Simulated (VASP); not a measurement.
Runs of VASP 6.6.1 on Cu. The structure is that of space group P6_3/mmc (No. 194), or close to it. The cells are those of the table. This isn't the form of Cu at room conditions, which is fcc.

```csv
cell,k mesh,cutoff (eV),gap on the mesh (eV),pressure (GPa)
"a = 2.353, b = 2.353, c = 7.694 Å, angles 90.0, 90.0, 120.0°, 4 atoms",24 × 24 × 6,520,none,61.1
"a = 2.546, b = 2.546, c = 8.317 Å, angles 90.0, 90.0, 120.0°, 4 atoms",18 × 18 × 6,520,none,(b)
"a = 2.529, b = 2.529, c = 8.264 Å, angles 90.0, 90.0, 120.0°, 4 atoms",18 × 18 × 6,520,none,0.7
"a = 2.514, b = 2.514, c = 8.216 Å, angles 90.0, 90.0, 120.0°, 4 atoms",18 × 18 × 6,520,none,3.8
"a = 2.491, b = 2.491, c = 8.338 Å, angles 90.0, 90.0, 120.0°, 4 atoms",24 × 24 × 6,660,none,(a)
```

Alike in all rows: task single point; level r2SCAN; potentials or basis VASP PAW PBE potentials, release 64 (Cu); no spin polarisation; smearing gaussian 0.1 eV.

Question: Estimate the missing entries.

Answer: (a) 4.2; (b) -2.3.

Caveats: the PAW data sets were made with another functional, which shifts forces and pressure a little; the cell stands under pressure (at least some runs).

A gap of «none» marks levels without a gap at the run's occupations.
